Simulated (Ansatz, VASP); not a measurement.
One calculation of SnSe, two programs

```xyz
4
Lattice="4.2853 0.0000 0.0000 0.0000 4.2853 0.0000 0.0000 0.0000 10.9907" Properties=species:S:1:pos:R:3 pbc="T T T"
Sn    2.1427    0.0000    4.0911
Sn    0.0000    2.1427    6.8996
Se    2.3334    0.1907    6.7592
Se    0.0000    2.1427    4.2200
```

Alike in both runs: task single point; functional r2SCAN; k mesh 6 × 6 × 4; occupations gaussian, width 0.05 eV; no spin polarisation.

|  | VASP | Ansatz |
| --- | --- | --- |
| version | VASP 6.6.1 | Ansatz 0.2.0 |
| potentials or method | VASP PAW PBE potentials, release 64 (Sn_d, Se), cutoff 520 eV | scalar-relativistic, plane waves, PAW |
| valence electrons in the cell | 40 | 60 |

Ansatz gave:

```
gap on the k mesh at the Fermi level (eV) : 1.73
least direct gap on the mesh (eV)         : 1.76
rms of the force components (eV/Å)        : 0.191
```

Task: Which values does VASP return?

Result: gap on the k mesh at the Fermi level (eV): 1.72; least direct gap on the mesh (eV): 1.76; rms of the force components (eV/Å): 0.195.

VASP's potentials were made for PBE, not for r2SCAN. Atom by atom the forces differ by 0.009 eV/Å (rms over components). With one functional, cell and mesh, what is left measures potentials, basis and numerics. VASP's potentials hold 40 valence electrons a cell and Ansatz's 60, so a difference there can come from the potentials and not from the codes.
